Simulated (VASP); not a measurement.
Write the native input for VASP 6.6.1 that does the following.

```yaml
Task: single point
Functional: PBEsol
Potentials_or_basis: VASP PAW PBE potentials, release 64 (Be, Se, S)
Cutoff: 500 eV
k_mesh: 1 × 1 × 1, shifted
Occupations: fermi-dirac, width 0.05 eV
Spin: no spin polarisation
Dipole_correction: no
Further_INCAR_settings: LREAL = Auto; ALGO = Normal; EDIFF = 1e-06; NBANDS = 166; ISYM = -1
```

The structure of Be8Se7S lies in POSCAR:

```
Be8Se7S
1.0
   10.1847514212      0.0000000000      0.0000000000
    0.0000000000     10.1847514212      0.0000000000
    0.0000000000      0.0000000000     10.1847514212
Be Se S
32 28 4
Direct
    0.9937090000      0.0056950000      0.9946710000
    0.9998190000      0.0006150000      0.5008820000
    0.9995520000      0.5003250000      0.9990500000
    0.9993580000      0.4991700000      0.5012580000
    0.5049780000      0.9959230000      0.9941480000
    0.5005510000      0.0009000000      0.5013470000
    0.5054670000      0.4944680000      0.9944030000
    0.4949600000      0.4955970000      0.5058140000
    0.2504710000      0.2493040000      0.9995310000
    0.2549270000      0.2551160000      0.5063930000
    0.2501710000      0.7493460000      0.9989790000
    0.2504980000      0.7498250000      0.5005350000
    0.7489310000      0.2497730000      0.9894300000
    0.7495100000      0.2492900000      0.5009980000
    0.7447970000      0.7549470000      0.9947720000
    0.7491470000      0.7492480000      0.5014800000
    0.2499260000      0.0006720000      0.2491040000
    0.2504590000      0.0008330000      0.7499550000
    0.2505520000      0.4998440000      0.2494010000
    0.2550760000      0.4949700000      0.7452090000
    0.7497050000      0.0006500000      0.2486160000
    0.7491650000      0.0009710000      0.7594310000
    0.7491400000      0.4999180000      0.2488630000
    0.7445210000      0.4948970000      0.7547400000
    0.9998060000      0.2501850000      0.2495210000
    0.9941140000      0.2442580000      0.7549500000
    0.9990680000      0.7507310000      0.2484320000
    0.9995630000      0.7488390000      0.7498900000
    0.5005380000      0.2492120000      0.2485740000
    0.5001920000      0.2592940000      0.7499910000
    0.4998010000      0.7485240000      0.2495360000
    0.5056200000      0.7551920000      0.7550750000
    0.1237380000      0.1254080000      0.1233350000
    0.1250800000      0.1268180000      0.6267930000
    0.1251890000      0.6252370000      0.1246240000
    0.1265510000      0.6237540000      0.6255390000
    0.6262790000      0.1254850000      0.1207040000
    0.6250090000      0.1267790000      0.6291920000
    0.6251330000      0.6252040000      0.1219590000
    0.6238250000      0.6239860000      0.6280720000
    0.3768420000      0.3751830000      0.1233330000
    0.3767530000      0.8754400000      0.1232180000
    0.3768220000      0.8754350000      0.6268580000
    0.8735320000      0.3738960000      0.1219840000
    0.8735390000      0.3737870000      0.6281860000
    0.8735400000      0.8768170000      0.1219470000
    0.8735710000      0.8766770000      0.6280000000
    0.3753320000      0.1267830000      0.3766160000
    0.3779510000      0.1268050000      0.8735780000
    0.3754680000      0.6238080000      0.3765800000
    0.3780880000      0.6239400000      0.8735990000
    0.8749150000      0.1254900000      0.3751650000
    0.8748460000      0.6251940000      0.3752070000
    0.8722770000      0.6252190000      0.8747960000
    0.1265170000      0.3751310000      0.3766320000
    0.1251040000      0.3737980000      0.8735120000
    0.1251640000      0.8755070000      0.3751540000
    0.1237630000      0.8767640000      0.8748780000
    0.6238310000      0.3751980000      0.3765250000
    0.6250930000      0.8753840000      0.3752040000
    0.3768820000      0.3753810000      0.6270600000
    0.8718890000      0.1255380000      0.8748060000
    0.6251360000      0.3739130000      0.8734530000
    0.6266670000      0.8771030000      0.8748930000
```

These files were run (other wordings do the same):

INCAR

```
  PREC = Accurate
  ENCUT = 500
  EDIFF = 1E-6
  ISMEAR = -1
  SIGMA = 0.05
  LREAL = Auto
  LASPH = T
  NELM = 120
  ALGO = Normal
  ISIF = 2
  LWAVE = F
  LCHARG = F
  GGA = PS
  ISYM = -1
  NBANDS = 166
  GGA_COMPAT = F
```

KPOINTS

```
explicit points
1
Reciprocal
  0.25000000   0.25000000   0.25000000 1
```

Potentials or basis: VASP PAW PBE potentials, release 64 (Be, Se, S).

Command:

```bash
$ cat potpaw_PBE.64/Be/POTCAR potpaw_PBE.64/Se/POTCAR potpaw_PBE.64/S/POTCAR > POTCAR
$ mpirun -np 1 vasp_std > vasp.out
```

Results of the run:

```
Pressure               : 0.3 GPa
Largest force          : 0.028 eV/Å
Band gap on the k mesh : 3.24 eV
```

Caveat: the PAW data sets were made with another functional, which shifts forces and pressure a little; a shifted mesh leaves out Γ, where band edges can lie.

Run time: 4.5 min on 1 thread of Intel(R) Xeon(R) 6975P-C (Granite Rapids), with other jobs on the host, peak memory 0.99 GiB.
